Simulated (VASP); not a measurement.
# Ta2NbO2: single point with PBE

The system is Ta2NbO2.

```
CELL_PARAMETERS angstrom
4.18731 0.00000 0.00000
0.00000 4.18731 0.00000
0.00000 0.00000 4.20294
ATOMIC_POSITIONS crystal
Ta 0.50000 0.00000 0.50000
Ta 0.00000 0.50000 0.50000
Nb 0.50000 0.50000 0.00000
O 0.50000 0.00000 0.00000
O 0.00000 0.50000 0.00000
```

```json
{
 "Program": "VASP 6.6.1",
 "Task": "single point",
 "Functional": "PBE",
 "Potentials or basis": "VASP PAW PBE potentials, release 64 (Ta_pv, Nb_sv, O)",
 "Cutoff": "520 eV",
 "k mesh": "10 × 10 × 10",
 "Occupations": "gaussian, width 0.1 eV",
 "Spin": "no spin polarisation",
 "Dipole correction": "no",
 "Further INCAR settings": "ALGO = Normal; EDIFF = 1e-07; NBANDS = 32"
}
```

```
Pressure               : 0.0 GPa
Band gap on the k mesh : zero (an odd number of electrons rules out a gap without spin polarisation)
```

Stress tensor (GPa, compression positive):
```
-0.27  0.00  0.00
 0.00 -0.27  0.00
 0.00  0.00  0.40
```

Levels at points of the mesh, in eV from the Fermi level:
```
           k point  band 19  band 20  band 21  band 22  band 23  band 24  band 25  band 26  band 27  band 28
(0.00, 0.00, 0.00)    -4.89    -3.57    -3.31    -3.31    -2.94     0.66     1.47     1.47     2.17     2.57
(0.50, 0.00, 0.00)    -4.26    -2.89    -1.89    -0.53    -0.37    -0.27    -0.05     0.48     0.83     1.07
(0.50, 0.50, 0.00)    -2.79    -2.79    -2.22    -1.82    -1.69     1.06     1.06     1.46     1.46     1.81
(0.00, 0.00, 0.50)    -4.94    -2.89    -2.27    -1.09    -1.09    -0.52     0.28     1.02     1.02     2.49
(0.50, 0.00, 0.50)    -2.51    -2.48    -1.93    -1.25    -0.68    -0.09     1.23     1.26     1.60     1.63
(0.50, 0.50, 0.50)    -3.18    -3.18    -2.19     0.61     0.61     0.66     0.88     0.93     2.44     3.54
```

Run time: 89 s on 1 thread of Intel(R) Xeon(R) 6975P-C (Granite Rapids), on a shared host, peak memory 0.38 GiB.

Caveat: spin-orbit coupling is left out, which moves the levels of the heavy elements; an odd number of electrons without spin polarisation forces a metal; a magnetic or distorted state may lie lower.
